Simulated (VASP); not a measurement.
Wanted: the native input for a VASP 6.6.1 run.

- Task: single point
- Functional: r2SCAN
- Potentials or basis: VASP PAW PBE potentials, release 64 (Mg)
- Cutoff: 520 eV
- k mesh: 10 × 10 × 5
- Occupations: fermi-dirac, width 0.05 eV
- Spin: no spin polarisation
- Dipole correction: no
- Further INCAR settings: ALGO = Normal; EDIFF = 1e-06; NBANDS = 9

Mg:

```
Mg
1.0
     3.14379    0.00000    0.00000
    -1.57189    2.72260    0.00000
     0.00000    0.00000    5.10394
Mg
2
Direct
  0.66667 0.33333 0.75000
  0.33333 0.66667 0.25000
```

These files were run (other wordings do the same):

POSCAR

```
Mg
1.0
    3.1437856987      0.0000000000      0.0000000000
   -1.5718928494      2.7225982792      0.0000000000
    0.0000000000      0.0000000000      5.1039375022
Mg
2
Direct
    0.6666666667      0.3333333333      0.7500000000
    0.3333333333      0.6666666667      0.2500000000
```

INCAR.step1

```
ALGO = Normal ; EDIFF = 1E-4
ENCUT = 520 ; GGA = PE
ISMEAR = -1 ; LASPH = T
LCHARG = F ; LREAL = F
LWAVE = T ; NBANDS = 9
NELM = 80 ; PREC = Accurate
SIGMA = 0.05
```

INCAR.step2

```
ALGO = Normal ; EDIFF = 1E-6
ENCUT = 520 ; ISIF = 2
ISMEAR = -1 ; ISTART = 1
LASPH = T ; LCHARG = T
LELF = T ; LMIXTAU = T
LREAL = F ; LVHAR = T
LWAVE = F ; METAGGA = R2SCAN
NBANDS = 9 ; NELM = 80
PREC = Accurate ; SIGMA = 0.05
```

KPOINTS

```
k-points
0
Gamma
  10 10 5
```

Potentials or basis: VASP PAW PBE potentials, release 64 (Mg).

Run with:

```bash
$ cat potpaw_PBE.64/Mg/POTCAR > POTCAR
$ cp INCAR.step1 INCAR
$ mpirun -np 1 vasp_std > vasp.out
$ cp INCAR.step2 INCAR
$ mpirun -np 1 vasp_std > vasp.out
```

It gave:

```json
{"Pressure": "1.1 GPa", "Band gap on the k mesh": "zero (band 2 reaches 3.51 eV, above the bottom of band 3 at 1.71 eV)"}
```

Caveat: the PAW data sets were made with another functional, which shifts forces and pressure a little.

Run time: 24 s on 1 thread of Intel(R) Xeon(R) Platinum 8375C CPU @ 2.90GHz (Ice Lake) (shared host), peak memory 0.16 GiB.
